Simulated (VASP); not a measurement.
Set up this calculation in VASP 6.6.1, as the native input.

```
Task                   : single point
Functional             : PBEsol
Potentials or basis    : VASP PAW PBE potentials, release 64 (W_sv, C)
Cutoff                 : 600 eV
k mesh                 : 6 × 6 × 4
Occupations            : gaussian, width 0.1 eV
Spin                   : no spin polarisation
Dipole correction      : no
Further INCAR settings : ALGO = Normal; EDIFF = 1e-06; NBANDS = 23
```

The structure of W2C lies in POSCAR:

```
W2C
1.0
    3.0700456420      0.0000000000      0.0000000000
   -1.5350228210      2.6587375167      0.0000000000
    0.0000000000      0.0000000000      4.6784280000
W C
2 1
Direct
    0.3333333333      0.6666666667      0.7463310000
    0.6666666667      0.3333333333      0.2536690000
    0.0000000000      0.0000000000      0.0000000000
```

One way to write it, as run:

INCAR

```
  PREC = Accurate
  ENCUT = 600
  EDIFF = 1E-6
  ISMEAR = 0
  SIGMA = 0.1
  LREAL = False
  LASPH = True
  NELM = 120
  ALGO = Normal
  ISIF = 2
  LWAVE = False
  LCHARG = False
  GGA = PS
  NBANDS = 23
  GGA_COMPAT = False
```

KPOINTS

```
Automatic mesh
0
Gamma
  6 6 4
```

Potentials or basis: VASP PAW PBE potentials, release 64 (W_sv, C).

The run is started by

```sh
$ cat potpaw_PBE.64/W_sv/POTCAR potpaw_PBE.64/C/POTCAR > POTCAR
$ mpirun -np 1 vasp_std > vasp.out
```

Results of the run:

The pressure is -9.4 GPa. The largest force is 0.289 eV/Å. The band gap on the k mesh is zero (bands 16 and 17 overlap by 2.46 eV).

Caveat: the k points lie up to 0.39 Å⁻¹ apart, too coarse for converged energies and pressures of a metal; the PAW data sets were made with another functional, which shifts forces and pressure a little; spin-orbit coupling is left out, which moves the levels of the heavy elements.

It took 44 s on 1 thread of Intel(R) Xeon(R) Platinum 8375C CPU @ 2.90GHz (Ice Lake) (shared host), peak memory 0.19 GiB.
